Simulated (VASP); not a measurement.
# Mo3Pt (Pm-3m) in VASP: a series of runs

Runs on Mo3Pt. Level: LDA. Tasks: single point.

Program: VASP 6.6.1. These are calculated values, not measurements. Logs are shortened: lines on timing, memory, paths and dates and some standing lists are left out, and cuts for length are marked.

## Step 1: The cell of the first run

It takes space group Pm-3m (No. 221, cubic). Conventional cell: a = 3.974 Å, b = 3.974 Å, c = 3.974 Å, α = 90.00°, β = 90.00°, γ = 90.00°. Mo (site symmetry 4/mmm) has 8 Mo at 2.81 Å and 4 Pt at 2.81 Å within 3.7 Å. Within 3.7 Å of Pt (site symmetry m-3m) lie 12 Mo at 2.81 Å.

## Step 2: Single point, LDA

INCAR reads:

```
PREC     = Accurate       # precision mode
ENCUT    = 500            # plane-wave cutoff, eV
EDIFF    = 1E-6           # SCF threshold, eV
ISMEAR   = 1              # smearing method
SIGMA    = 0.1            # smearing width, eV
LREAL    = F              # projectors in reciprocal space
LASPH    = T              # aspherical terms in the spheres
NELM     = 120            # most SCF steps
ALGO     = Normal         # electronic algorithm
ISIF     = 2              # what is computed and relaxed
LWAVE    = F              # write WAVECAR
LCHARG   = F              # write CHGCAR
GGA      = CA             # functional
NBANDS   = 38             # bands
GGA_COMPAT= F
```

KPOINTS reads:

```
regular mesh
0
Gamma
  6 6 6
```

POSCAR reads:

```
Mo3Pt
1.0
    3.9739840000      0.0000000000      0.0000000000
    0.0000000000      3.9739840000      0.0000000000
    0.0000000000      0.0000000000      3.9739840000
Mo Pt
3 1
Direct
    0.0000000000      0.5000000000      0.5000000000
    0.5000000000      0.0000000000      0.5000000000
    0.5000000000      0.5000000000      0.0000000000
    0.0000000000      0.0000000000      0.0000000000
```

Potentials or basis: VASP PAW LDA potentials, release 64 (Mo_sv, Pt_sv_GW).

Run with:

```bash
cat potpaw_LDA.64/Mo_sv/POTCAR potpaw_LDA.64/Pt_sv_GW/POTCAR > POTCAR
mpirun -np 1 vasp_std > vasp.out
```

OUTCAR:

```text
PREC = Accurate
   ENCUT = 500
   EDIFF = 1E-6
   ISMEAR = 1
   LREAL = F
   LASPH = T
   NELM = 120
   ISIF = 2
   GGA = CA

 ion  position               nearest neighbor table
   1  0.000  0.500  0.500-   2 2.81   3 2.81   4 2.81   3 2.81   4 2.81   2 2.81   4 2.81   4 2.81
                             2 2.81   3 2.81   3 2.81   2 2.81
   2  0.500  0.000  0.500-   1 2.81   3 2.81   4 2.81   3 2.81   4 2.81   1 2.81   3 2.81   3 2.81
                             1 2.81   4 2.81   4 2.81   1 2.81
   3  0.500  0.500  0.000-   1 2.81   2 2.81   4 2.81   1 2.81   2 2.81   2 2.81   4 2.81   2 2.81
                             1 2.81   4 2.81   1 2.81   4 2.81
   4  0.000  0.000  0.000-   1 2.81   2 2.81   3 2.81   1 2.81   2 2.81   1 2.81   3 2.81   1 2.81
                             2 2.81   3 2.81   2 2.81   3 2.81

  LATTYP: Found a simple cubic cell.
 ALAT       =     3.9739840000

  Lattice vectors:

 A1 = (   3.9739840000,   0.0000000000,   0.0000000000)
 A2 = (   0.0000000000,   3.9739840000,   0.0000000000)
 A3 = (   0.0000000000,   0.0000000000,   3.9739840000)

Analysis of symmetry for initial positions (statically):
=====================================================================
 Subroutine PRICEL returns:
 Original cell was already a primitive cell.

 Routine SETGRP: Setting up the symmetry group for a
 simple cubic supercell.

 Subroutine GETGRP returns: Found 48 space group operations
 (whereof 48 operations were pure point group operations)
 out of a pool of 48 trial point group operations.

The static configuration has the point symmetry O_h .

Analysis of symmetry for dynamics (positions and initial velocities):
=====================================================================
 Subroutine PRICEL returns:
 Original cell was already a primitive cell.

 Routine SETGRP: Setting up the symmetry group for a
 simple cubic supercell.

 Subroutine GETGRP returns: Found 48 space group operations
 (whereof 48 operations were pure point group operations)
 out of a pool of 48 trial point group operations.

The dynamic configuration has the point symmetry O_h .

 Subroutine INISYM returns: Found 48 space group operations
 (whereof 48 operations are pure point group operations),
 and found     1 'primitive' translations

----------------------------------------------------------------------------------------

                                     Primitive cell

  volume of cell :      62.7593

  direct lattice vectors                    reciprocal lattice vectors
     3.973984000  0.000000000  0.000000000     0.251636645  0.000000000  0.000000000
     0.000000000  3.973984000  0.000000000     0.000000000  0.251636645  0.000000000
     0.000000000  0.000000000  3.973984000     0.000000000  0.000000000  0.251636645

  length of vectors
     3.973984000  3.973984000  3.973984000     0.251636645  0.251636645  0.251636645

  position of ions in fractional coordinates (direct lattice)
     0.000000000  0.500000000  0.500000000
     0.500000000  0.000000000  0.500000000
     0.500000000  0.500000000  0.000000000
     0.000000000  0.000000000  0.000000000

  ion indices of the primitive-cell ions
   primitive index   ion index
                 1           1
                 2           2
                 3           3
                 4           4

----------------------------------------------------------------------------------------

 KPOINTS: regular mesh

Automatic generation of k-mesh.
 Grid dimensions read from file:
 generate k-points for:    6    6    6

 Generating k-lattice:

  Cartesian coordinates                     Fractional coordinates (reciprocal lattice)
     0.041939441  0.000000000  0.000000000     0.166666667  0.000000000  0.000000000
     0.000000000  0.041939441  0.000000000     0.000000000  0.166666667  0.000000000
     0.000000000  0.000000000  0.041939441     0.000000000  0.000000000  0.166666667

  Length of vectors
     0.041939441  0.041939441  0.041939441

  Shift w.r.t. Gamma in fractional coordinates (k-lattice)
     0.000000000  0.000000000  0.000000000

 Subroutine IBZKPT returns following result:
 ===========================================

 Found     20 irreducible k-points:

 Following reciprocal coordinates:
            Coordinates               Weight
  0.000000  0.000000  0.000000      1.000000
  0.166667  0.000000  0.000000      6.000000
  0.333333  0.000000  0.000000      6.000000
  0.500000  0.000000  0.000000      3.000000
  0.166667  0.166667  0.000000     12.000000
  0.333333  0.166667  0.000000     24.000000
[... 12 lines left out ...]
  0.500000  0.500000  0.333333      6.000000
  0.500000  0.500000  0.500000      1.000000
   k-points           NKPTS =     20   k-points in BZ     NKDIM =     20   number of bands    NBANDS=     38
   number of dos      NEDOS =    301   number of ions     NIONS =      4
   total plane-waves  NPLWV =  27000
   dimension x,y,z NGX =    30 NGY =   30 NGZ =   30
   dimension x,y,z NGXF=    60 NGYF=   60 NGZF=   60
   ions per type =               3   1
   NGX,Y,Z   is equivalent  to a cutoff of  12.55, 12.55, 12.55 a.u.
   NGXF,Y,Z  is equivalent  to a cutoff of  25.10, 25.10, 25.10 a.u.
 SYSTEM =  unknown system
   PREC   = accura    normal or accurate (medium, high low for compatibility)
   ISTART =      0    job   : 0-new  1-cont  2-samecut
   ICHARG =      2    charge: 1-file 2-atom 10-const
   ISPIN  =      1    spin polarized calculation?
   LNONCOLLINEAR =      F non collinear calculations
   LSORBIT =      F    spin-orbit coupling
   LASPH  =      T    aspherical Exc in radial PAW
   ENCUT  =  500.0 eV  36.75 Ry    6.06 a.u.   7.25  7.25  7.25*2*pi/ulx,y,z
   NELM   =    120;   NELMIN=  2; NELMDL= -5     # of ELM steps
   EDIFF  = 0.1E-05   stopping-criterion for ELM
   LREAL  =      F    real-space projection
   EDIFFG = 0.1E-04   stopping-criterion for IOM
   NSW    =      0    number of steps for IOM
   IBRION =     -1    ionic relax: 0-MD 1-quasi-New 2-CG
   NFREE  =      0    steps in history (QN), initial steepest desc. (CG)
   ISIF   =      2    stress and relaxation
   ISYM   =      2    0-nonsym 1-usesym 2-fastsym
   POTIM  = 0.5000    time-step for ionic-motion
   TEBEG  =    0.0;   TEEND  =   0.0 temperature during run
   PSTRESS=    0.0 pullay stress
   NELECT =      60.0000    total number of electrons
   NUPDOWN=      -1.0000    fix difference up-down
   EMIN   =  10.00;   EMAX   =-10.00  energy-range for DOS
   EFERMI =   0.00;   METHOD = LEGACY
   ISMEAR =     1;   SIGMA  =   0.10  broadening in eV -4-tet -1-fermi 0-gaus
   EFERMI_NEDOS =   21; number of points for ismear=-14 and -15
   IALGO  =     38    algorithm
   IMIX   =      4    mixing-type and parameters
     AMIX     =   0.40;   BMIX     =  1.00
     AMIX_MAG =   1.60;   BMIX_MAG =  1.00
  volume/ion in A,a.u.               =      15.69       105.88
  Fermi-wavevector in a.u.,A,eV,Ry     =   1.612745  3.047647 35.388040  2.600948
  Thomas-Fermi vector in A             =   2.707926
   LORBIT       =      0    0 simple, 1 ext, 2 COOP (PROOUT), +10 PAW based schemes
   GGA     = CA    functional components
   LHFCALC =     F    Hartree Fock is set to
   AEXX    =    0.0000 exact exchange contribution
   IVDW    =     0    specifies the selected vdW correction
   LEPSILON=     F    determine dielectric tensor
   LRPA    =     F    only Hartree local field effects (RPA)
 non-spin polarized calculation
 Methfessel and Paxton  Order N= 1 SIGMA  =   0.10
  energy-cutoff  :      500.00
  volume of cell :       62.76
 maximum number of plane-waves:      1622
 NGX is ok and might be reduce to    30
   NGX = 15   NGY = 15   NGZ = 15

 number of electron      60.0000018 magnetization

 Free energy of the ion-electron system (eV)
  ---------------------------------------------------
  ext. energy  EPLUGINS =         0.00000000
  ---------------------------------------------------
  free energy    TOTEN  =       -44.00937895 eV

  energy without entropy =      -44.00867744  energy(sigma->0) =      -44.00914511

 E-fermi :  11.4508     XC(G=0): -13.7161

 val. band max:       11.4309633134   @ k =   0.3333   0.3333   0.3333
 cond. band min:      11.4774748604   @ k =   0.3333   0.3333   0.1667
 fundamental gap:      0.0465115470
 Fermi energy:        11.4508436210

 k-point     1 :       0.0000    0.0000    0.0000
  band No.  band energies     occupation
      1     -86.9836      2.00000
      2     -48.9841      2.00000
      3     -48.7366      2.00000
      4     -48.7366      2.00000
      5     -41.3981      2.00000
      6     -41.3981      2.00000
[... 30 lines left out ...]
     37      15.4587      0.00000
     38      16.1401      0.00000

 k-point     2 :       0.1667    0.0000    0.0000
  band No.  band energies     occupation
      1     -86.9839      2.00000
      2     -48.9699      2.00000
      3     -48.7514      2.00000
      4     -48.7364      2.00000
      5     -41.3985      2.00000
      6     -41.3983      2.00000
[... 30 lines left out ...]
     37      15.0259      0.00000
     38      16.1417      0.00000

 k-point     3 :       0.3333    0.0000    0.0000
  band No.  band energies     occupation
      1     -86.9838      2.00000
      2     -48.9331      2.00000
      3     -48.7894      2.00000
      4     -48.7360      2.00000
      5     -41.3981      2.00000
      6     -41.3981      2.00000
[... 30 lines left out ...]
     37      14.4828      0.00000
     38      16.1450      0.00000

 k-point     4 :       0.5000    0.0000    0.0000
  band No.  band energies     occupation
      1     -86.9842      2.00000
      2     -48.9037      2.00000
      3     -48.8195      2.00000
      4     -48.7358      2.00000
      5     -41.3984      2.00000
      6     -41.3984      2.00000
[... 30 lines left out ...]
     37      14.3377      0.00000
     38      16.1467      0.00000
[... 539 lines left out ...]
      4     -48.7972      2.00000
      5     -41.4007      2.00000
      6     -41.4006      2.00000
[... 30 lines left out ...]
     37      14.5919      0.00000
     38      15.3282      0.00000

 k-point    19 :       0.5000    0.5000    0.3333
  band No.  band energies     occupation
      1     -86.9837      2.00000
      2     -48.8180      2.00000
      3     -48.8180      2.00000
      4     -48.8178      2.00000
      5     -41.4010      2.00000
      6     -41.4010      2.00000
[... 30 lines left out ...]
     37      14.9833      0.00000
     38      15.0607      0.00000

 k-point    20 :       0.5000    0.5000    0.5000
  band No.  band energies     occupation
      1     -86.9834      2.00000
      2     -48.8175      2.00000
      3     -48.8175      2.00000
      4     -48.8175      2.00000
      5     -41.4010      2.00000
      6     -41.4010      2.00000
[... 30 lines left out ...]
     37      14.3448      0.00000
     38      15.5206      0.00000

------------------------ aborting loop because EDIFF is reached ----------------------------------------

  FORCE on cell =-STRESS in cart. coord.  units (eV):
  Direction    XX          YY          ZZ          XY          YZ          ZX
  --------------------------------------------------------------------------------------
  -------------------------------------------------------------------------------------
  Total       -5.6817284     -5.6817284     -5.6817284     -0.0000000      0.0000000     -0.0000000
  in kB     -145.0483226   -145.0483226   -145.0483226     -0.0000000      0.0000000     -0.0000000
  external PRESSURE =    -145.0483226 kB  Pullay stress =       0.0000000 kB

 VOLUME and BASIS-vectors are now :
 -----------------------------------------------------------------------------
  energy-cutoff  :      500.00
  volume of cell :       62.76
      direct lattice vectors                 reciprocal lattice vectors
     3.973984000  0.000000000  0.000000000     0.251636645  0.000000000  0.000000000
     0.000000000  3.973984000  0.000000000     0.000000000  0.251636645  0.000000000
     0.000000000  0.000000000  3.973984000     0.000000000  0.000000000  0.251636645

 POSITION                                       TOTAL-FORCE (eV/Angst)
 -----------------------------------------------------------------------------------
      0.00000      1.98699      1.98699         0.000000      0.000000      0.000000
      1.98699      0.00000      1.98699         0.000000      0.000000      0.000000
      1.98699      1.98699      0.00000         0.000000      0.000000      0.000000
      0.00000      0.00000      0.00000         0.000000      0.000000      0.000000
 -----------------------------------------------------------------------------------
    total drift:                                0.000000      0.000000     -0.000000

  FREE ENERGIE OF THE ION-ELECTRON SYSTEM (eV)
  ---------------------------------------------------
  free  energy   TOTEN  =       -44.0093789521 eV

  energy  without entropy=      -44.0086774375  energy(sigma->0) =      -44.00914511
```

Wall time 18 s (1 thread of Intel Xeon 6975P-C (Granite Rapids), shared host); peak memory 0.17 GiB.

What came out:

* Free energy: -44.0094 eV
* Pressure: -14.5 GPa
* Band gap on the k mesh: zero (band 30 reaches 14.30 eV, above the bottom of band 31 at 10.94 eV)

Levels at points of the mesh, in eV from the Fermi level:
```
           k point  band 27  band 28  band 29  band 30  band 31  band 32
(0.00, 0.00, 0.00)     0.35     0.35     2.84     2.84     2.84     3.11
(0.50, 0.00, 0.00)    -2.13    -0.04     0.07     0.07     0.68     1.06
(0.50, 0.50, 0.00)    -1.88    -1.88    -1.87     0.41     0.41     0.52
(0.50, 0.50, 0.50)    -0.96    -0.96     0.91     0.91     0.91     1.74
```

Caveat: spin-orbit coupling is left out, which moves the levels of the heavy elements.

## Step 3: Single point, LDA

INCAR reads:

```
SYSTEM = Mo3Pt
PREC     = Accurate       ! precision mode
ENCUT    = 500            ! plane-wave cutoff, eV
EDIFF    = 1E-6           ! SCF threshold, eV
ISMEAR   = 1              ! smearing method
SIGMA    = 0.1            ! smearing width, eV
LREAL    = .False.        ! projectors in reciprocal space
LASPH    = .True.         ! aspherical terms in the spheres
NELM     = 120            ! most SCF steps
ALGO     = Normal         ! electronic algorithm
ISIF     = 2              ! what is computed and relaxed
LWAVE    = .False.        ! write WAVECAR
LCHARG   = .False.        ! write CHGCAR
NBANDS   = 38             ! bands
GGA_COMPAT= .False.
```

KPOINTS reads:

```
regular mesh
0
Gamma
  3 3 3
  0 0 0
```

POSCAR is that of step 2.

Potentials or basis: VASP PAW LDA potentials, release 64 (Mo_sv, Pt_sv_GW).

Run with:

```bash
cat potpaw_LDA.64/Mo_sv/POTCAR potpaw_LDA.64/Pt_sv_GW/POTCAR > POTCAR
mpirun -np 1 vasp_std > vasp.out
```

It used 14 s of CPU time on 1 thread of AMD EPYC 7R13 Processor (Zen 3), with other jobs on the host.

Results (log left out):

```
Free energy            : -44.3297 eV
Pressure               : -15.1 GPa
Band gap on the k mesh : zero (band 30 reaches 14.27 eV, above the bottom of band 31 at 10.97 eV)
```

Levels at points of the mesh, in eV from the Fermi level:
```csv
k point,band 25,band 26,band 27,band 28,band 29,band 30,band 31,band 32,band 33,band 34
"(0.00, 0.00, 0.00)",-1.65,-1.65,0.36,0.36,2.89,2.89,2.89,3.17,3.17,3.50
```

Caveat: the k points lie up to 0.53 Å⁻¹ apart; spin-orbit coupling is left out, which moves the levels of the heavy elements.
